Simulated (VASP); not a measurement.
Set up this calculation in VASP 6.6.1, as the native input.

- Task: single point
- Functional: PBE
- Potentials or basis: VASP PAW PBE potentials, release 64 (Si, C)
- Cutoff: 520 eV
- k mesh: 4 × 4 × 4
- Occupations: gaussian, width 0.1 eV
- Spin: collinear spin
- Starting moments: [0.0, 1.0, 1.0, 1.0, 1.0, 1.0] μB
- Dipole correction: no
- Further INCAR settings: ALGO = Normal; EDIFF = 1e-06; NBANDS = 25

The structure of SiC5 lies in POSCAR:

```
SiC5
1.0
   -2.0337242346      2.0337242346      2.7565267269
    2.0337242346     -2.0337242346      2.7565267269
    2.0337242346      2.0337242346     -2.7565267269
Si C
1 5
Direct
    0.5000000000      0.5000000000      0.0000000000
    0.5000000000      0.5000000000      0.5000000000
    0.0000000000      0.0000000000      0.5000000000
    0.5000000000      0.0000000000      0.0000000000
    0.0000000000      0.5000000000      0.0000000000
    0.0000000000      0.0000000000      0.0000000000
```

The cell was generated, and may not be a known phase.

These files were run (other wordings do the same):

INCAR

```
PREC = Accurate
ENCUT = 520
EDIFF = 1E-6
ISMEAR = 0
SIGMA = 0.1
LREAL = F
LASPH = T
NELM = 150
ALGO = Normal
ISIF = 2
LWAVE = F
LCHARG = F
ISPIN = 2
MAGMOM = 0 1 1 1 1 1
LORBIT = 11
GGA = PE
NBANDS = 25
```

KPOINTS

```
Automatic mesh
0
Gamma
  4 4 4
```

Potentials or basis: VASP PAW PBE potentials, release 64 (Si, C).

Command:

```console
$ cat potpaw_PBE.64/Si/POTCAR potpaw_PBE.64/C/POTCAR > POTCAR
$ mpirun -np 1 vasp_std > vasp.out
```

It gave:

| Property | Result |
| --- | --- |
| Pressure | 0.1 GPa |
| Band gap on the k mesh | zero (filled and empty bands overlap) |
| Net moment | 0.00 μB per cell |
| Valence electrons inside the program's atomic spheres | Si 1.54; C 2.26, 2.10 (each value once) |

Caveat: the k points lie up to 0.48 Å⁻¹ apart; semilocal functionals underestimate gaps, and a narrow one can read as zero.

It took 38 s on 1 thread of Intel(R) Xeon(R) Platinum 8259CL CPU @ 2.50GHz (Skylake/Cascade Lake), with other jobs on the host, peak memory 0.18 GiB.
